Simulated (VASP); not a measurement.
# CaLa (P-6m2) in VASP: notebook

The runs below take CaLa through single point, with LDA.

All numbers are computed with VASP 6.6.1; they aren't measurements. Logs are shortened: lines on timing, memory, paths and dates and some standing lists are left out, and cuts for length are marked.

## 1. The cell of the first run

The structure is hexagonal, space group P-6m2 (No. 187). Conventional cell: a = 3.777 Å, b = 3.777 Å, c = 6.300 Å, α = 90.00°, β = 90.00°, γ = 120.00°. Ca (site symmetry -6m2) has 6 Ca at 3.78 Å and 6 La at 3.83 Å within 5.0 Å. Within 5.0 Å of La (site symmetry -6m2) lie 6 La at 3.78 Å and 6 Ca at 3.83 Å.

## 2. Single point, LDA

Input file INCAR:

```
SYSTEM = CaLa
ALGO = Normal ; EDIFF = 1E-6
ENCUT = 520 ; ISIF = 2
ISMEAR = -1 ; LASPH = .True.
LCHARG = .False. ; LREAL = .False.
LWAVE = .False. ; NBANDS = 18
NELM = 100 ; PREC = Accurate
SIGMA = 0.05
```

Input file KPOINTS:

```
k-points
0
Gamma
  7 7 4
  0 0 0
```

Input file POSCAR:

```
CaLa
1.0
    3.7770000000      0.0000000000      0.0000000000
   -1.8885000000      3.2709000000      0.0000000000
    0.0000000000      0.0000000000      6.3000000000
Ca La
1 1
Direct
    0.0000000000      0.0000000000      0.5000000000
    0.6666666667      0.3333333333      0.0000000000
```

Potentials or basis: VASP PAW LDA potentials, release 64 (Ca_sv, La).

The run is started by

```bash
cat potpaw_LDA.64/Ca_sv/POTCAR potpaw_LDA.64/La/POTCAR > POTCAR
mpirun -np 1 vasp_std > vasp.out
```

OUTCAR:

```text
SYSTEM = CaLa
   EDIFF = 1E-6
   ENCUT = 520
   ISIF = 2
   ISMEAR = -1
   LASPH = .True.
   LREAL = .False.
   NELM = 100
   PREC = Accurate

 ion  position               nearest neighbor table
   1  0.000  0.000  0.500-
   2  0.667  0.333  0.000-

  Warning from LATTYP: Monoclinic adjustment (A1->A3, A2->A1, A3->A2)!
  LATTYP: Found a base centered orthorhombic cell.
 ALAT       =     3.7770000000
 B/A-ratio  =     1.7320095314
 C/A-ratio  =     1.6679904686

  Lattice vectors:

 A1 = (   1.8885000000,  -3.2709000000,   0.0000000000)
 A2 = (   1.8885000000,   3.2709000000,   0.0000000000)
 A3 = (   0.0000000000,   0.0000000000,   6.3000000000)

Analysis of symmetry for initial positions (statically):
=====================================================================
 Subroutine PRICEL returns:
 Original cell was already a primitive cell.

 Routine SETGRP: Setting up the symmetry group for a
 base centered orthorhombic supercell.

 Subroutine GETGRP returns: Found  4 space group operations
 (whereof  4 operations were pure point group operations)
 out of a pool of  8 trial point group operations.

The static configuration has the point symmetry C_2v.

Analysis of symmetry for dynamics (positions and initial velocities):
=====================================================================
 Subroutine PRICEL returns:
 Original cell was already a primitive cell.

 Routine SETGRP: Setting up the symmetry group for a
 base centered orthorhombic supercell.

 Subroutine GETGRP returns: Found  4 space group operations
 (whereof  4 operations were pure point group operations)
 out of a pool of  8 trial point group operations.

The dynamic configuration has the point symmetry C_2v.

 Subroutine INISYM returns: Found  4 space group operations
 (whereof  4 operations are pure point group operations),
 and found     1 'primitive' translations

----------------------------------------------------------------------------------------

                                     Primitive cell

  volume of cell :      77.8314

  direct lattice vectors                    reciprocal lattice vectors
     3.777000000  0.000000000  0.000000000     0.264760392  0.152863126  0.000000000
    -1.888500000  3.270900000  0.000000000     0.000000000  0.305726253  0.000000000
     0.000000000  0.000000000  6.300000000     0.000000000  0.000000000  0.158730159

  length of vectors
[... 79 lines left out ...]
   LASPH  =      T    aspherical Exc in radial PAW
   ENCUT  =  520.0 eV  38.22 Ry    6.18 a.u.   7.02  7.02 11.71*2*pi/ulx,y,z
   NELM   =    100;   NELMIN=  2; NELMDL= -5     # of ELM steps
   EDIFF  = 0.1E-05   stopping-criterion for ELM
   LREAL  =      F    real-space projection
   EDIFFG = 0.1E-04   stopping-criterion for IOM
   NSW    =      0    number of steps for IOM
   IBRION =     -1    ionic relax: 0-MD 1-quasi-New 2-CG
   NFREE  =      0    steps in history (QN), initial steepest desc. (CG)
   ISIF   =      2    stress and relaxation
   ISYM   =      2    0-nonsym 1-usesym 2-fastsym
   POTIM  = 0.5000    time-step for ionic-motion
   TEBEG  =    0.0;   TEEND  =   0.0 temperature during run
   PSTRESS=    0.0 pullay stress
   NELECT =      21.0000    total number of electrons
   NUPDOWN=      -1.0000    fix difference up-down
   EMIN   =  10.00;   EMAX   =-10.00  energy-range for DOS
   EFERMI =   0.00;   METHOD = LEGACY
   ISMEAR =    -1;   SIGMA  =   0.05  broadening in eV -4-tet -1-fermi 0-gaus
   EFERMI_NEDOS =   21; number of points for ismear=-14 and -15
   IALGO  =     38    algorithm
   IMIX   =      4    mixing-type and parameters
     AMIX     =   0.40;   BMIX     =  1.00
     AMIX_MAG =   1.60;   BMIX_MAG =  1.00
  volume/ion in A,a.u.               =      38.92       262.62
  Fermi-wavevector in a.u.,A,eV,Ry     =   1.057864  1.999072 15.225944  1.119075
  Thomas-Fermi vector in A             =   2.193152
   LORBIT       =      0    0 simple, 1 ext, 2 COOP (PROOUT), +10 PAW based schemes
   GGA     = CA    functional components
   LHFCALC =     F    Hartree Fock is set to
   AEXX    =    0.0000 exact exchange contribution
   IVDW    =     0    specifies the selected vdW correction
   LEPSILON=     F    determine dielectric tensor
   LRPA    =     F    only Hartree local field effects (RPA)
 non-spin polarized calculation
  energy-cutoff  :      520.00
  volume of cell :       77.83
 maximum number of plane-waves:      2110
   NGX = 13   NGY = 13   NGZ = 23

 number of electron      21.0000000 magnetization

 Free energy of the ion-electron system (eV)
  ---------------------------------------------------
  ext. energy  EPLUGINS =         0.00000000
  ---------------------------------------------------
  free energy    TOTEN  =        -7.57903794 eV

  energy without entropy =       -7.55265239  energy(sigma->0) =       -7.56584516

 E-fermi :   4.6349     XC(G=0):  -8.9129

 val. band max:        4.6129775744   @ k =   0.1429   0.4286   0.2500
 cond. band min:       4.6463174638   @ k =   0.2857   0.2857   0.2500
 fundamental gap:      0.0333398894
 Fermi energy:         4.6348530445

 k-point     1 :       0.0000    0.0000    0.0000
  band No.  band energies     occupation
      1     -36.4581      2.00000
      2     -28.2781      2.00000
      3     -17.7696      2.00000
      4     -17.6853      2.00000
      5     -17.6853      2.00000
      6     -12.0232      2.00000
[... 481 lines left out ...]
      5     -17.7405      2.00000
      6     -12.3806      2.00000
[... 10 lines left out ...]
     17       6.1267      0.00000
     18       6.3139      0.00000

 [... further k-points ...]

------------------------ aborting loop because EDIFF is reached ----------------------------------------

  FORCE on cell =-STRESS in cart. coord.  units (eV):
  Direction    XX          YY          ZZ          XY          YZ          ZX
  --------------------------------------------------------------------------------------
  -------------------------------------------------------------------------------------
  Total       -1.3172940     -1.3170094     -1.1085907      0.0000000      0.0000000      0.0000000
  in kB      -27.1168034    -27.1109443    -22.8205979      0.0000000      0.0000000      0.0000000
  external PRESSURE =     -25.6827819 kB  Pullay stress =       0.0000000 kB

 VOLUME and BASIS-vectors are now :
 -----------------------------------------------------------------------------
  energy-cutoff  :      520.00
  volume of cell :       77.83
      direct lattice vectors                 reciprocal lattice vectors
     3.777000000  0.000000000  0.000000000     0.264760392  0.152863126  0.000000000
    -1.888500000  3.270900000  0.000000000     0.000000000  0.305726253  0.000000000
     0.000000000  0.000000000  6.300000000     0.000000000  0.000000000  0.158730159

 POSITION                                       TOTAL-FORCE (eV/Angst)
 -----------------------------------------------------------------------------------
      0.00000      0.00000      3.15000         0.000000      0.000035      0.000000
      1.88850      1.09030      0.00000         0.000000     -0.000035      0.000000
 -----------------------------------------------------------------------------------
    total drift:                               -0.000000     -0.000020     -0.000000

  FREE ENERGIE OF THE ION-ELECTRON SYSTEM (eV)
  ---------------------------------------------------
  free  energy   TOTEN  =        -7.5790379362 eV

  energy  without entropy=       -7.5526523907  energy(sigma->0) =       -7.56584516
```

OSZICAR:

```text
N       E                     dE             d eps       ncg     rms          rms(c)
DAV:   1     0.240225449598E+03    0.24023E+03   -0.85028E+03  1728   0.140E+03
DAV:   2     0.163849412712E+02   -0.22384E+03   -0.21662E+03  2160   0.299E+02
DAV:   3    -0.437535019719E+01   -0.20760E+02   -0.19832E+02  2402   0.107E+02
DAV:   4    -0.763739465804E+01   -0.32620E+01   -0.31374E+01  3376   0.308E+01
DAV:   5    -0.780660617339E+01   -0.16921E+00   -0.16854E+00  2542   0.697E+00    0.382E+00
DAV:   6    -0.761068019247E+01    0.19593E+00   -0.25652E+00  3444   0.568E+00    0.182E+00
DAV:   7    -0.758509077359E+01    0.25589E-01   -0.27686E-01  3044   0.262E+00    0.999E-01
DAV:   8    -0.757972832458E+01    0.53624E-02   -0.23481E-02  3432   0.113E+00    0.188E-01
DAV:   9    -0.757910252489E+01    0.62580E-03   -0.27993E-03  2656   0.268E-01    0.663E-02
DAV:  10    -0.757903680458E+01    0.65720E-04   -0.68309E-04  3320   0.171E-01    0.285E-02
DAV:  11    -0.757903833522E+01   -0.15306E-05   -0.35074E-05  2544   0.389E-02    0.100E-02
DAV:  12    -0.757903793624E+01    0.39899E-06   -0.75178E-06  2648   0.197E-02
   1 F= -.75790379E+01 E0= -.75658452E+01  d E =-.263855E-01
```

It took 28 s on 1 thread of Intel Xeon Platinum 8559C (Emerald Rapids), shared host; peak memory 0.21 GiB.

Results:

* Free energy: -7.5790 eV
* Pressure: -2.6 GPa

Levels at points of the mesh, in eV from the Fermi level:
```csv
k point,band 6,band 7,band 8,band 9,band 10,band 11,band 12,band 13,band 14,band 15
"(0.00, 0.00, 0.00)",-16.66,-16.09,-16.09,-3.74,-1.43,0.81,1.02,1.43,1.43,1.55
"(0.00, 0.00, 0.50)",-16.68,-16.09,-16.09,-2.60,-2.40,0.24,1.01,1.06,1.46,1.46
```

Caveat: spin-orbit coupling is left out, which moves the levels of the heavy elements.

## 3. Single point, LDA

This run uses another cell than the first one, of 40.47 Å³/atom, 1.040 times its volume.

Input file INCAR:

```
ALGO = Normal
EDIFF = 1E-7
ENCUT = 520
ISIF = 2
ISMEAR = -1
LASPH = T
LCHARG = F
LREAL = F
LWAVE = F
NBANDS = 18
NELM = 60
PREC = Accurate
SIGMA = 0.05
```

Input file KPOINTS:

```
k-points
0
Gamma
  7 7 4
```

Input file POSCAR:

```
CaLa
1.0
    3.8267030682      0.0000000000      0.0000000000
   -1.9133515341      3.3139430940      0.0000000000
    0.0000000000      0.0000000000      6.3829042441
Ca La
1 1
Direct
    0.0000000000      0.0000000000      0.5000000000
    0.6666666667      0.3333333333      0.0000000000
```

Potentials or basis: VASP PAW LDA potentials, release 64 (Ca_sv, La).

The run is started by

```bash
cat potpaw_LDA.64/Ca_sv/POTCAR potpaw_LDA.64/La/POTCAR > POTCAR
mpirun -np 1 vasp_std > vasp.out
```

OUTCAR:

```text
EDIFF = 1E-7
   ENCUT = 520
   ISIF = 2
   ISMEAR = -1
   LASPH = T
   LREAL = F
   NELM = 60
   PREC = Accurate

 ion  position               nearest neighbor table
   1  0.000  0.000  0.500-
   2  0.667  0.333  0.000-

  Warning from LATTYP: Monoclinic adjustment (A1->A3, A2->A1, A3->A2)!
  LATTYP: Found a base centered orthorhombic cell.
 ALAT       =     3.8267030682
 B/A-ratio  =     1.7320095314
 C/A-ratio  =     1.6679904686

  Lattice vectors:

 A1 = (   1.9133515341,  -3.3139430940,   0.0000000000)
 A2 = (   1.9133515341,   3.3139430940,   0.0000000000)
 A3 = (   0.0000000000,   0.0000000000,   6.3829042441)

Analysis of symmetry for initial positions (statically):
=====================================================================
 Subroutine PRICEL returns:
 Original cell was already a primitive cell.

 Routine SETGRP: Setting up the symmetry group for a
 base centered orthorhombic supercell.

 Subroutine GETGRP returns: Found  4 space group operations
 (whereof  4 operations were pure point group operations)
 out of a pool of  8 trial point group operations.

The static configuration has the point symmetry C_2v.

[... 157 lines left out ...]
  energy without entropy =       -7.49511286  energy(sigma->0) =       -7.50901999

 E-fermi :   4.3801     XC(G=0):  -8.7695

 val. band max:        4.3754252611   @ k =   0.4286   0.2857   0.0000
 cond. band min:       4.3828379843   @ k =   0.1429   0.1429   0.0000
 fundamental gap:      0.0074127232
 Fermi energy:         4.3800623297

 k-point     1 :       0.0000    0.0000    0.0000
  band No.  band energies     occupation
      1     -36.8049      2.00000
      2     -28.6060      2.00000
      3     -18.1053      2.00000
      4     -18.0373      2.00000
      5     -18.0373      2.00000
      6     -12.3386      2.00000
[... 481 lines left out ...]
      5     -18.0809      2.00000
      6     -12.6522      2.00000
[... 10 lines left out ...]
     17       5.7811      0.00000
     18       5.9628      0.00000

 [... further k-points ...]

------------------------ aborting loop because EDIFF is reached ----------------------------------------

  FORCE on cell =-STRESS in cart. coord.  units (eV):
  Direction    XX          YY          ZZ          XY          YZ          ZX
  --------------------------------------------------------------------------------------
  -------------------------------------------------------------------------------------
  Total       -1.7184951     -1.7182071     -1.4604218      0.0000000      0.0000000      0.0000000
  in kB      -34.0150211    -34.0093197    -28.9068485      0.0000000      0.0000000      0.0000000
  external PRESSURE =     -32.3103964 kB  Pullay stress =       0.0000000 kB

 VOLUME and BASIS-vectors are now :
 -----------------------------------------------------------------------------
  energy-cutoff  :      520.00
  volume of cell :       80.94
      direct lattice vectors                 reciprocal lattice vectors
     3.826703068  0.000000000  0.000000000     0.261321556  0.150877666  0.000000000
    -1.913351534  3.313943094  0.000000000     0.000000000  0.301755332  0.000000000
     0.000000000  0.000000000  6.382904244     0.000000000  0.000000000  0.156668495

 POSITION                                       TOTAL-FORCE (eV/Angst)
 -----------------------------------------------------------------------------------
      0.00000      0.00000      3.19145        -0.000000      0.000026      0.000000
      1.91335      1.10465      0.00000         0.000000     -0.000026      0.000000
 -----------------------------------------------------------------------------------
    total drift:                               -0.000000      0.000008      0.000000

  FREE ENERGIE OF THE ION-ELECTRON SYSTEM (eV)
  ---------------------------------------------------
  free  energy   TOTEN  =        -7.5229271164 eV

  energy  without entropy=       -7.4951128604  energy(sigma->0) =       -7.50901999
```

OSZICAR:

```text
N       E                     dE             d eps       ncg     rms          rms(c)
DAV:   1     0.238461184944E+03    0.23846E+03   -0.84622E+03  1728   0.139E+03
DAV:   2     0.166454853705E+02   -0.22182E+03   -0.21470E+03  2154   0.297E+02
DAV:   3    -0.467996708152E+01   -0.21325E+02   -0.20388E+02  2462   0.104E+02
DAV:   4    -0.759404318786E+01   -0.29141E+01   -0.28505E+01  3402   0.302E+01
DAV:   5    -0.774207988122E+01   -0.14804E+00   -0.14702E+00  2536   0.668E+00    0.375E+00
DAV:   6    -0.755229241072E+01    0.18979E+00   -0.24655E+00  3454   0.563E+00    0.182E+00
DAV:   7    -0.752843599903E+01    0.23856E-01   -0.25821E-01  3086   0.252E+00    0.993E-01
DAV:   8    -0.752359565409E+01    0.48403E-02   -0.22362E-02  3440   0.111E+00    0.186E-01
DAV:   9    -0.752299264554E+01    0.60301E-03   -0.26134E-03  2576   0.263E-01    0.665E-02
DAV:  10    -0.752292640130E+01    0.66244E-04   -0.74806E-04  3240   0.178E-01    0.280E-02
DAV:  11    -0.752292727549E+01   -0.87419E-06   -0.45941E-05  2688   0.421E-02    0.106E-02
DAV:  12    -0.752292716962E+01    0.10587E-06   -0.59279E-06  2992   0.183E-02    0.179E-03
DAV:  13    -0.752292711642E+01    0.53204E-07   -0.56257E-07  2632   0.643E-03
   1 F= -.75229271E+01 E0= -.75090200E+01  d E =-.278143E-01
```

Wall time 30 s (1 thread of Intel Xeon Platinum 8559C (Emerald Rapids), shared host); peak memory 0.22 GiB.

What came out:

| Quantity | Value |
| --- | --- |
| Free energy | -7.5229 eV |
| Pressure | -3.2 GPa |

Levels at points of the mesh, in eV from the Fermi level:
| k point | band 8 | band 9 | band 10 | band 11 | band 12 | band 13 |
| --- | --- | --- | --- | --- | --- | --- |
| (0.00, 0.00, 0.00) | -16.21 | -3.70 | -1.41 | 0.72 | 0.98 | 1.34 |
| (0.00, 0.00, 0.50) | -16.21 | -2.60 | -2.42 | 0.24 | 0.96 | 1.01 |

Caveat: spin-orbit coupling is left out, which moves the levels of the heavy elements.

## 4. Single point, LDA

This run uses another cell than the first one, of 42.03 Å³/atom, 1.080 times its volume.

Input file INCAR:

```
SYSTEM = CaLa
  PREC = Accurate
  ENCUT = 520
  EDIFF = 1E-7
  ISMEAR = -1
  SIGMA = 0.05
  LREAL = .FALSE.
  LASPH = .TRUE.
  NELM = 100
  ALGO = Normal
  ISIF = 2
  LWAVE = .FALSE.
  LCHARG = .FALSE.
  GGA = CA
  NBANDS = 18
```

Input file KPOINTS:

```
Automatic mesh
0
G
  7 7 4
  0 0 0
```

Input file POSCAR:

```
CaLa
1.0
    3.8751474904      0.0000000000      0.0000000000
   -1.9375737452      3.3558961944      0.0000000000
    0.0000000000      0.0000000000      6.4637090784
Ca La
1 1
Direct
    0.0000000000      0.0000000000      0.5000000000
    0.6666666667      0.3333333333      0.0000000000
```

The run is started by

```bash
cat potpaw_LDA.64/Ca_sv/POTCAR potpaw_LDA.64/La/POTCAR > POTCAR
mpirun -np 1 vasp_std > vasp.out
```

Wall time 38 s (1 thread of Intel Xeon Platinum 8559C (Emerald Rapids), shared host); peak memory 0.23 GiB.

The run converged. Its results:

| Item | Value |
| --- | --- |
| Free energy | -7.4551 eV |
| Pressure | -3.8 GPa |

Stress tensor (GPa, compression positive):
```
-3.96  0.00  0.00
 0.00 -3.96  0.00
 0.00  0.00 -3.41
```

Levels at points of the mesh, in eV from the Fermi level:
```csv
k point,band 6,band 7,band 8,band 9,band 10,band 11,band 12,band 13,band 14,band 15
"(0.00, 0.00, 0.00)",-16.78,-16.32,-16.32,-3.66,-1.39,0.64,0.93,1.26,1.26,1.35
"(0.00, 0.00, 0.50)",-16.79,-16.32,-16.32,-2.60,-2.43,0.24,0.92,0.96,1.29,1.29
```

Caveat: spin-orbit coupling is left out, which moves the levels of the heavy elements.

[end of part 1 of 2]
